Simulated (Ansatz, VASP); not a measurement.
C in VASP and in Ansatz

Contents of INCAR:

```
SYSTEM = C
  PREC = Accurate
  ENCUT = 520
  EDIFF = 1E-6
  ISMEAR = -1
  SIGMA = 0.02
  LREAL = .FALSE.
  LASPH = .TRUE.
  NELM = 60
  ALGO = Normal
  ISIF = 2
  LWAVE = .FALSE.
  LCHARG = .TRUE.
  GGA = PE
  LELF = .TRUE.
  LVHAR = .TRUE.
  NBANDS = 11
```

KPOINTS

```
regular mesh
0
G
  12 12 12
  0 0 0
```

Contents of POSCAR:

```
C
1.0
    0.0000000000      1.7089191755      1.7089191755
    1.7089191755      0.0000000000      1.7089191755
    1.7089191755      1.7089191755      0.0000000000
C
2
Direct
    0.0000000000      0.0000000000      0.0000000000
    0.2500000000      0.2500000000      0.2500000000
```

Input for Ansatz:

```yaml
crystal:
  lattice:
    - [0.0, 1.7089191755, 1.7089191755]
    - [1.7089191755, 0.0, 1.7089191755]
    - [1.7089191755, 1.7089191755, 0.0]
  atoms:
    - { symbol: C, position: [0.0, 0.0, 0.0] }
    - { symbol: C, position: [0.25, 0.25, 0.25] }
kpoints:
  mp_grid: { grid: [12, 12, 12] }
  band_path:
    path:
      - [0.0, 0.0, 0.0]
      - [0.5, 0.0, 0.5]
      - [0.625, 0.25, 0.625]
      - [0.375, 0.375, 0.75]
      - [0.5, 0.5, 0.5]
      - [0.5, 0.25, 0.75]
      - [0.0, 0.36849, 0.36849]
    npoints: 1
hamiltonian:
  xc: pbe
scf:
  occupations: { method: fermi_dirac, width: 0.02 }
  n_extra_bands: 4
output:
  forces: true
  stress: true
  eigenvalues: true
```

Change from the starting cell: hydrostatic strain -4.0%.

Alike in both runs: task single point; functional PBE; k mesh 12 × 12 × 12; occupations fermi-dirac, width 0.02 eV; no spin polarisation.

|  | VASP | Ansatz |
| --- | --- | --- |
| version | VASP 6.6.1 | Ansatz 0.2.0 |
| potentials or method | VASP PAW PBE potentials, release 64 (C) | plane waves, PAW |
| plane-wave cutoff (eV) | 520 | 420 |
| valence electrons in the cell | 8 | 8 |

|  | VASP | Ansatz | Ansatz less VASP |
| --- | --- | --- | --- |
| gap on the k mesh at the Fermi level (eV) | 4.46 | 4.47 | +0.011 |
| pressure (GPa) | 74.0 | 72.7 | -1.23 |

Both programs put the cell under a high pressure, so it lies far from rest at this level.

Noted on VASP's run: the cell as given lies far from equilibrium.
